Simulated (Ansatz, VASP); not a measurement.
Sb2Mo: VASP beside Ansatz

```xyz
3
Lattice="3.7162 0.0000 0.0000 -1.8581 3.2183 0.0000 0.0000 0.0000 6.1444" Properties=species:S:1:pos:R:3 pbc="T T T"
Mo    0.0000    0.0000    0.0000
Sb    0.0000    2.1455    1.6528
Sb    0.0000    2.1455    4.4916
```

Alike in both runs: functional r2SCAN; k mesh 13 × 13 × 6; occupations fermi-dirac, width 0.05 eV; no spin polarisation.

Ansatz relaxed the structure, and its values are those at the end. VASP's run is a single point on that final structure, the one shown.

```csv
,VASP,Ansatz
version,VASP 6.6.1,Ansatz 0.2.0
potentials or method,"VASP PAW PBE potentials, release 64 (Mo_sv, Sb)","PAW with Ansatz's default frozen-core files, scalar-relativistic"
plane-wave cutoff (eV),520,500
valence electrons in the cell,24,44
```

```csv
,VASP,Ansatz,Ansatz less VASP
pressure (GPa),0.1,0.0,-0.08
rms of the force components (eV/Å),0.017,0.001,-0.0162
```

VASP's potentials were made for PBE, not for r2SCAN. VASP's potentials hold 24 valence electrons a cell and Ansatz's 44, so a difference there can come from the potentials and not from the codes.

Neither program's run includes spin-orbit coupling.
